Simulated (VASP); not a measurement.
# NaH in VASP: a series of runs, part 2 of 2

VASP 6.6.1. The steps go on from the part before.

## (4) Single point, r2SCAN (strain along [111] +2.9%)

The input, POSCAR:

```
NaH
1.0
    2.9602489229      0.0278577165      0.0278577165
    0.0278577165      2.9602489229      0.0278577165
    0.0278577165      0.0278577165      2.9602489229
Na H
1 1
Direct
    0.0000000000      0.0000000000      0.0000000000
    0.5000000000      0.5000000000      0.5000000000
```

The input, INCAR.step1:

```
SYSTEM = NaH
ALGO     = Normal         ! electronic algorithm
EDIFF    = 1E-4           ! SCF threshold, eV
ENCUT    = 520            ! plane-wave cutoff, eV
GGA      = PE             ! functional
ISMEAR   = 0              ! smearing method
LASPH    = .TRUE.         ! aspherical terms in the spheres
LCHARG   = .FALSE.        ! write CHGCAR
LREAL    = .FALSE.        ! projectors in reciprocal space
LWAVE    = .TRUE.         ! write WAVECAR
NBANDS   = 11             ! bands
NELM     = 60             ! most SCF steps
PREC     = Accurate       ! precision mode
SIGMA    = 0.01           ! smearing width, eV
```

The input, INCAR.step2:

```
SYSTEM = NaH
ALGO     = Normal         ! electronic algorithm
EDIFF    = 1E-6           ! SCF threshold, eV
ENCUT    = 520            ! plane-wave cutoff, eV
ISIF     = 2              ! what is computed and relaxed
ISMEAR   = 0              ! smearing method
ISTART   = 1            
LASPH    = .TRUE.         ! aspherical terms in the spheres
LCHARG   = .TRUE.         ! write CHGCAR
LELF     = .TRUE.         ! ELF
LMIXTAU  = .TRUE.       
LREAL    = .FALSE.        ! projectors in reciprocal space
LVHAR    = .TRUE.       
LWAVE    = .FALSE.        ! write WAVECAR
METAGGA  = R2SCAN         ! meta-GGA
NBANDS   = 11             ! bands
NELM     = 60             ! most SCF steps
PREC     = Accurate       ! precision mode
SIGMA    = 0.01           ! smearing width, eV
```

The input, KPOINTS:

```
k-points
0
G
  8 8 8
  0 0 0
```

Potentials or basis: VASP PAW PBE potentials, release 64 (Na_pv, H).

On the command line:

```console
cat potpaw_PBE.64/Na_pv/POTCAR potpaw_PBE.64/H/POTCAR > POTCAR
cp INCAR.step1 INCAR
mpirun -np 1 vasp_std > vasp.out
cp INCAR.step2 INCAR
mpirun -np 1 vasp_std > vasp.out
```

OUTCAR:

```text
SYSTEM = NaH
   EDIFF = 1E-6
   ENCUT = 520
   ISIF = 2
   ISMEAR = 0
   ISTART = 1
   LASPH = .TRUE.
   LREAL = .FALSE.
   METAGGA = R2SCAN
   NELM = 60
   PREC = Accurate

 ion  position               nearest neighbor table
   1  0.000  0.000  0.000-
   2  0.500  0.500  0.500-

  LATTYP: Found a trigonal (rhomboedric) cell.
 ALAT       =     2.9605110691
 COS(alpha) =     0.0189064093

  Lattice vectors:

 A1 = (   2.9602489229,   0.0278577165,   0.0278577165)
 A2 = (   0.0278577165,   2.9602489229,   0.0278577165)
 A3 = (   0.0278577165,   0.0278577165,   2.9602489229)

Analysis of symmetry for initial positions (statically):
=====================================================================
 Subroutine PRICEL returns:
 Original cell was already a primitive cell.

 Routine SETGRP: Setting up the symmetry group for a
 trigonal (rhombohedral) supercell.

 Subroutine GETGRP returns: Found 12 space group operations
 (whereof 12 operations were pure point group operations)
 out of a pool of 12 trial point group operations.

The static configuration has the point symmetry D_3d.

Analysis of symmetry for dynamics (positions and initial velocities):
=====================================================================
 Subroutine PRICEL returns:
 Original cell was already a primitive cell.

 Routine SETGRP: Setting up the symmetry group for a
 trigonal (rhombohedral) supercell.

 Subroutine GETGRP returns: Found 12 space group operations
 (whereof 12 operations were pure point group operations)
 out of a pool of 12 trial point group operations.

The dynamic configuration has the point symmetry D_3d.

 Subroutine INISYM returns: Found 12 space group operations
 (whereof 12 operations are pure point group operations),
 and found     1 'primitive' translations

----------------------------------------------------------------------------------------

                                     Primitive cell

  volume of cell :      25.9340

  direct lattice vectors                    reciprocal lattice vectors
     2.960248923  0.027857717  0.027857717     0.337868715 -0.003149905 -0.003149905
     0.027857717  2.960248923  0.027857717    -0.003149905  0.337868715 -0.003149905
     0.027857717  0.027857717  2.960248923    -0.003149905 -0.003149905  0.337868715

  length of vectors
     2.960511069  2.960511069  2.960511069     0.337898079  0.337898079  0.337898079

  position of ions in fractional coordinates (direct lattice)
     0.000000000  0.000000000  0.000000000
     0.500000000  0.500000000  0.500000000

  ion indices of the primitive-cell ions
   primitive index   ion index
                 1           1
                 2           2

----------------------------------------------------------------------------------------

 KPOINTS: k-points

Automatic generation of k-mesh.
 Grid dimensions read from file:
 generate k-points for:    8    8    8

 Generating k-lattice:

  Cartesian coordinates                     Fractional coordinates (reciprocal lattice)
     0.042233589 -0.000393738 -0.000393738     0.125000000  0.000000000  0.000000000
    -0.000393738  0.042233589 -0.000393738     0.000000000  0.125000000  0.000000000
    -0.000393738 -0.000393738  0.042233589     0.000000000  0.000000000  0.125000000

  Length of vectors
     0.042237260  0.042237260  0.042237260

  Shift w.r.t. Gamma in fractional coordinates (k-lattice)
     0.000000000  0.000000000  0.000000000

 Subroutine IBZKPT returns following result:
 ===========================================

 Found     65 irreducible k-points:

 Following reciprocal coordinates:
            Coordinates               Weight
  0.000000  0.000000  0.000000      1.000000
  0.125000 -0.000000 -0.000000      6.000000
  0.250000 -0.000000 -0.000000      6.000000
  0.375000 -0.000000 -0.000000      6.000000
  0.500000 -0.000000 -0.000000      3.000000
  0.125000  0.125000 -0.000000      6.000000
[... 16 lines left out ...]
  0.250000  0.125000  0.125000      6.000000
  0.375000  0.125000  0.125000      6.000000
 [... further k-points ...]
   k-points           NKPTS =     65   k-points in BZ     NKDIM =     65   number of bands    NBANDS=     11
   number of dos      NEDOS =    301   number of ions     NIONS =      2
   total plane-waves  NPLWV =  13824
   dimension x,y,z NGX =    24 NGY =   24 NGZ =   24
   dimension x,y,z NGXF=    48 NGYF=   48 NGZF=   48
   ions per type =               1   1
   NGX,Y,Z   is equivalent  to a cutoff of  13.48, 13.48, 13.48 a.u.
   NGXF,Y,Z  is equivalent  to a cutoff of  26.95, 26.95, 26.95 a.u.
 SYSTEM =  NaH
   PREC   = accura    normal or accurate (medium, high low for compatibility)
   ISTART =      1    job   : 0-new  1-cont  2-samecut
   ICHARG =      0    charge: 1-file 2-atom 10-const
   ISPIN  =      1    spin polarized calculation?
   LNONCOLLINEAR =      F non collinear calculations
   LSORBIT =      F    spin-orbit coupling
   LASPH  =      T    aspherical Exc in radial PAW
   ENCUT  =  520.0 eV  38.22 Ry    6.18 a.u.   5.50  5.50  5.50*2*pi/ulx,y,z
   NELM   =     60;   NELMIN=  2; NELMDL=  0     # of ELM steps
   EDIFF  = 0.1E-05   stopping-criterion for ELM
   LREAL  =      F    real-space projection
   EDIFFG = 0.1E-04   stopping-criterion for IOM
   NSW    =      0    number of steps for IOM
   IBRION =     -1    ionic relax: 0-MD 1-quasi-New 2-CG
   NFREE  =      0    steps in history (QN), initial steepest desc. (CG)
   ISIF   =      2    stress and relaxation
   ISYM   =      2    0-nonsym 1-usesym 2-fastsym
   POTIM  = 0.5000    time-step for ionic-motion
   TEBEG  =    0.0;   TEEND  =   0.0 temperature during run
   PSTRESS=    0.0 pullay stress
   NELECT =       8.0000    total number of electrons
   NUPDOWN=      -1.0000    fix difference up-down
   EMIN   =  10.00;   EMAX   =-10.00  energy-range for DOS
   EFERMI =   0.00;   METHOD = LEGACY
   ISMEAR =     0;   SIGMA  =   0.01  broadening in eV -4-tet -1-fermi 0-gaus
   EFERMI_NEDOS =   21; number of points for ismear=-14 and -15
   IALGO  =     38    algorithm
   IMIX   =      4    mixing-type and parameters
     AMIX     =   0.40;   BMIX     =  1.00
     AMIX_MAG =   1.60;   BMIX_MAG =  1.00
  volume/ion in A,a.u.               =      12.97        87.51
  Fermi-wavevector in a.u.,A,eV,Ry     =   1.106152  2.090324 16.647712  1.223572
  Thomas-Fermi vector in A             =   2.242649
   LORBIT       =      0    0 simple, 1 ext, 2 COOP (PROOUT), +10 PAW based schemes
   METAGGA = R2SCAN    functional components
   LHFCALC =     F    Hartree Fock is set to
   AEXX    =    0.0000 exact exchange contribution
   IVDW    =     0    specifies the selected vdW correction
   LEPSILON=     F    determine dielectric tensor
   LRPA    =     F    only Hartree local field effects (RPA)
 non-spin polarized calculation
 Gauss-broadening in eV      SIGMA  =   0.01
  energy-cutoff  :      520.00
  volume of cell :       25.93
 maximum number of plane-waves:       727
 NGX is ok and might be reduce to    24
   NGX = 11   NGY = 11   NGZ = 11

 number of electron       8.0000004 magnetization

 Free energy of the ion-electron system (eV)
  ---------------------------------------------------
  ext. energy  EPLUGINS =         0.00000000
  ---------------------------------------------------
  free energy    TOTEN  =        -7.29159078 eV

  energy without entropy =       -7.29159078  energy(sigma->0) =       -7.29159078

 E-fermi :   1.1750     XC(G=0):  -8.5420

 val. band max:        1.0259172226   @ k =   0.5000   0.5000   0.5000
 cond. band min:       2.6384789576   @ k =   0.5000  -0.0000  -0.0000
 fundamental gap:      1.6125617350
 Fermi energy:         1.1749517219

 k-point     1 :       0.0000    0.0000    0.0000
  band No.  band energies     occupation
      1     -24.4488      2.00000
      2     -24.4427      2.00000
      3     -24.4427      2.00000
      4      -4.9018      2.00000
      5      10.6725      0.00000
      6      12.6059      0.00000
      7      12.6059      0.00000
      8      14.2841      0.00000
      9      14.2841      0.00000
     10      14.3003      0.00000
     11      27.3151      0.00000
[... 309 lines left out ...]
 k-point    24 :       0.3750    0.1250    0.1250
  band No.  band energies     occupation
      1     -24.5770      2.00000
      2     -24.4559      2.00000
      3     -24.4484      2.00000
      4      -2.6450      2.00000
      5       4.2508      0.00000
      6      10.7735      0.00000
      7      12.2881      0.00000
      8      15.5993      0.00000
      9      17.6026      0.00000
     10      19.2374      0.00000
     11      20.7612      0.00000

 [... further k-points ...]
[... 5 lines left out ...]
  --------------------------------------------------------------------------------------
  -------------------------------------------------------------------------------------
  Total       -0.1605315     -0.1605315     -0.1605315      0.0134770      0.0134770      0.0134770
  in kB       -9.9174661     -9.9174661     -9.9174661      0.8325959      0.8325959      0.8325959
  external PRESSURE =      -9.9174661 kB  Pullay stress =       0.0000000 kB

 VOLUME and BASIS-vectors are now :
 -----------------------------------------------------------------------------
  energy-cutoff  :      520.00
  volume of cell :       25.93
      direct lattice vectors                 reciprocal lattice vectors
     2.960248923  0.027857717  0.027857717     0.337868715 -0.003149905 -0.003149905
     0.027857717  2.960248923  0.027857717    -0.003149905  0.337868715 -0.003149905
     0.027857717  0.027857717  2.960248923    -0.003149905 -0.003149905  0.337868715

 POSITION                                       TOTAL-FORCE (eV/Angst)
 -----------------------------------------------------------------------------------
      0.00000      0.00000      0.00000         0.000000     -0.000000      0.000000
      1.50798      1.50798      1.50798        -0.000000      0.000000      0.000000
 -----------------------------------------------------------------------------------
    total drift:                                0.000000      0.000000      0.000000

  FREE ENERGIE OF THE ION-ELECTRON SYSTEM (eV)
  ---------------------------------------------------
  free  energy   TOTEN  =        -7.2915907772 eV

  energy  without entropy=       -7.2915907772  energy(sigma->0) =       -7.29159078
```

Run time: 24 s. Hardware: 1 thread of Intel Xeon Platinum 8488C (Sapphire Rapids), shared host; peak memory 0.14 GiB.

Results:

- Free energy: -7.2916 eV
- Pressure: -1.0 GPa
- Band gap on the k mesh: 1.61 eV, indirect (least direct gap 5.08 eV)

Stress tensor (GPa, compression positive):
```
-0.99  0.08  0.08
 0.08 -0.99  0.08
 0.08  0.08 -0.99
```

Levels at points of the mesh, in eV from the valence-band top:
| k point | band 2 | band 3 | band 4 | band 5 | band 6 | band 7 |
| --- | --- | --- | --- | --- | --- | --- |
| (0.00, 0.00, 0.00) | -25.47 | -25.47 | -5.93 | 9.65 | 11.58 | 11.58 |
| (0.50, 0.00, 0.00) | -25.46 | -25.45 | -3.47 | 1.61 | 11.90 | 14.56 |
| (0.50, 0.50, 0.00) | -25.60 | -25.44 | -1.80 | 4.66 | 4.97 | 7.74 |
| (0.50, 0.50, 0.50) | -25.58 | -25.58 | 0.00 | 7.02 | 7.41 | 7.41 |

Caveat: the cell differs from its parent crystal (strain along [111] +2.9%); the PAW data sets were made with another functional, which shifts forces and pressure a little.

## (5) Single point, r2SCAN (epitaxial xy strain +1.9%)

The input, POSCAR:

```
NaH
1.0
    2.9869336829      0.0000000000      0.0000000000
    0.0000000000      2.9869336829      0.0000000000
    0.0000000000      0.0000000000      2.9479954612
Na H
1 1
Direct
    0.0000000000      0.0000000000      0.0000000000
    0.5000000000      0.5000000000      0.5000000000
```

The input, INCAR.step1:

```
SYSTEM = NaH
PREC = Accurate
ENCUT = 520
ISMEAR = 0
SIGMA = 0.01
LREAL = .False.
LASPH = .True.
NELM = 100
NBANDS = 11
GGA = PE
ALGO = Normal
EDIFF = 1E-4
LWAVE = .True.
LCHARG = .False.
```

The input, INCAR.step2:

```
SYSTEM = NaH
PREC = Accurate
ENCUT = 520
EDIFF = 1E-6
ISMEAR = 0
SIGMA = 0.01
LREAL = .False.
LASPH = .True.
NELM = 100
ALGO = Normal
ISIF = 2
LWAVE = .False.
LCHARG = .False.
METAGGA = R2SCAN
LMIXTAU = .True.
NBANDS = 11
ISTART = 1
```

The input, KPOINTS:

```
regular mesh
0
Gamma
  8 8 8
  0 0 0
```

On the command line:

```console
cat potpaw_PBE.64/Na_pv/POTCAR potpaw_PBE.64/H/POTCAR > POTCAR
cp INCAR.step1 INCAR
mpirun -np 1 vasp_std > vasp.out
cp INCAR.step2 INCAR
mpirun -np 1 vasp_std > vasp.out
```

It took 29 s on 1 thread of Intel Xeon Platinum 8488C (Sapphire Rapids), shared host; peak memory 0.15 GiB.

The run converged. Its results:

| Item | Value |
| --- | --- |
| Free energy | -7.2874 eV |
| Pressure | -1.3 GPa |
| Band gap on the k mesh | 1.56 eV, indirect (least direct gap 5.03 eV) |

Stress tensor (GPa, compression positive):
```
-1.81  0.00  0.00
 0.00 -1.81  0.00
 0.00  0.00 -0.27
```

Levels at points of the mesh, in eV from the valence-band top:
| k point | band 1 | band 2 | band 3 | band 4 | band 5 | band 6 | band 7 | band 8 |
| --- | --- | --- | --- | --- | --- | --- | --- | --- |
| (0.00, 0.00, 0.00) | -25.48 | -25.48 | -25.48 | -5.87 | 9.51 | 11.40 | 11.64 | 13.00 |
| (0.50, 0.00, 0.00) | -25.63 | -25.47 | -25.47 | -3.47 | 1.56 | 11.81 | 14.67 | 14.80 |
| (0.50, 0.50, 0.00) | -25.61 | -25.61 | -25.45 | -1.83 | 4.70 | 4.70 | 7.58 | 15.71 |
| (0.00, 0.00, 0.50) | -25.65 | -25.46 | -25.46 | -3.38 | 1.69 | 11.71 | 14.66 | 14.86 |
| (0.50, 0.00, 0.50) | -25.62 | -25.60 | -25.45 | -1.75 | 4.80 | 4.83 | 7.70 | 15.39 |
| (0.50, 0.50, 0.50) | -25.60 | -25.58 | -25.58 | 0.00 | 7.23 | 7.23 | 7.29 | 9.95 |

Caveat: the cell differs from its parent crystal (epitaxial xy strain +1.9%); the PAW data sets were made with another functional, which shifts forces and pressure a little. A k mesh can miss the band edges.

## (6) Summary

| level | cell | smearing | gap on the mesh (eV) | pressure (GPa) |
| --- | --- | --- | --- | --- |
| PBE | a = 2.961 Å, angles 88.9°, 2 atoms | fermi-dirac 0.02 eV | 1.04 | 0.1 |
| PBE | a = 2.987, b = 2.987, c = 2.948 Å, 2 atoms | fermi-dirac 0.02 eV | 0.99 | -0.3 |
| r2SCAN | a = 2.961 Å, angles 88.9°, 2 atoms | gaussian 0.01 eV | 1.61 | -1.0 |
| r2SCAN | a = 2.987, b = 2.987, c = 2.948 Å, 2 atoms | gaussian 0.01 eV | 1.56 | -1.3 |

Alike in all rows: task single point; potentials or basis VASP PAW PBE potentials, release 64 (Na_pv, H); no spin polarisation; k mesh 8 × 8 × 8; cutoff (eV) 520.

Caveats: the PAW data sets were made with another functional, which shifts forces and pressure a little (some runs).

Total energies depend on the potentials used, so only differences within one code and one set of settings carry meaning.
